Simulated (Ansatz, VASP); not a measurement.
**One calculation of LiF, two programs**

```xyz
2
Lattice="0.0000 2.1751 2.0946 2.1751 0.0000 2.0946 2.1751 2.1751 0.0000" Properties=species:S:1:pos:R:3 pbc="T T T"
Li    0.0000    0.0000    0.0000
F     2.1751    2.1751    2.0946
```

Change from the starting cell: strain +0.080 along x and y, +0.040 along z, atoms carried along.

Alike in both runs: task single point; functional PBE; k mesh 10 × 10 × 10; occupations gaussian, width 0.05 eV; no spin polarisation.

|  | VASP | Ansatz |
| --- | --- | --- |
| version | VASP 6.6.1 | Ansatz 0.2.0 |
| potentials or method | VASP PAW PBE potentials, release 64 (Li_sv, F), cutoff 520 eV | scalar-relativistic, plane waves, PAW |
| valence electrons in the cell | 10 | 10 |

```csv
,VASP,Ansatz,Ansatz less VASP
gap on the k mesh at the Fermi level (eV),7.54,7.54,+0.001
least direct gap on the mesh (eV),7.54,7.54,+0.001
```

With one functional, cell and mesh, what is left measures potentials, basis and numerics.

Noted on VASP's run: the cutoff is short for stress, so the pressure is rough.
